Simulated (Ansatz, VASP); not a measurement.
SiC: VASP beside Ansatz

The input INCAR:

```
  PREC = Accurate
  ENCUT = 600
  EDIFF = 1E-6
  ISMEAR = 0
  SIGMA = 0.05
  LREAL = F
  LASPH = T
  NELM = 120
  ALGO = Normal
  ISIF = 2
  LWAVE = F
  LCHARG = F
  NBANDS = 16
  GGA_COMPAT = F
```

KPOINTS

```
Automatic mesh
0
Gamma
  10 10 6
```

POSCAR

```
SiC
1.0
    0.0000000000     -2.1644105396     -2.2148413052
    0.0000000000      2.1644105396     -2.2148413052
    4.3288210792      0.0000000000      0.0000000000
Si C
2 2
Direct
    0.5110884694      0.5110884694      0.5000000000
   -0.0110884694     -0.0110884694      0.0000000000
    0.0075067962      0.4924932038      0.2500000000
    0.4924932038      0.0075067962      0.7500000000
```

Input for Ansatz:

```yaml
crystal:
  lattice:
    - [0.0, -2.1644105396, -2.2148413052]
    - [0.0, 2.1644105396, -2.2148413052]
    - [4.3288210792, 0.0, 0.0]
  atoms:
    - { symbol: Si, position: [0.5110884694, 0.5110884694, 0.5] }
    - { symbol: Si, position: [-0.0110884694, -0.0110884694, 0.0] }
    - { symbol: C, position: [0.0075067962, 0.4924932038, 0.25] }
    - { symbol: C, position: [0.4924932038, 0.0075067962, 0.75] }
basis:
  ecutwfc: 520.0
kpoints:
  mp_grid: { grid: [10, 10, 6] }
hamiltonian:
  xc: lda
  pseudopotentials: { kind: paw, azcp: { folder: soft_1 } }
scf:
  occupations: { method: gaussian, width: 0.05 }
output:
  forces: true
  stress: true
  eigenvalues: true
```

Change from the starting cell: mode 4 frozen in at -0.048 Å, normal strain along y +0.0233.

Alike in both runs: task single point; functional LDA; k mesh 10 × 10 × 6; occupations gaussian, width 0.05 eV; no spin polarisation.

```csv
,VASP,Ansatz
version,VASP 6.6.1,Ansatz 0.2.0
potentials or method,"VASP PAW LDA potentials, release 64 (Si, C), cutoff 600 eV","scalar-relativistic, plane waves, PAW"
valence electrons in the cell,16,16
```

Ansatz gave:

```
gap on the k mesh at the Fermi level (eV)                     : 1.18
least direct gap on the mesh (eV)                             : 1.19
pressure (GPa)                                                : -5.1
traceless stress, the component that is largest in VASP (GPa) : -4.30
rms of the force components (eV/Å)                            : 0.282
```

Question: Estimate VASP's values.

Answer: gap on the k mesh at the Fermi level (eV): 1.16; least direct gap on the mesh (eV): 1.18; pressure (GPa): -4.9; traceless stress, the component that is largest in VASP (GPa): -4.29; rms of the force components (eV/Å): 0.282.

Ansatz warns that its potentials were made for another functional, while VASP's fit it. LDA's correlation is that of Perdew and Zunger in VASP and of Perdew and Wang (1992) in Ansatz. Atom by atom the forces differ by 0.000 eV/Å (rms over components).
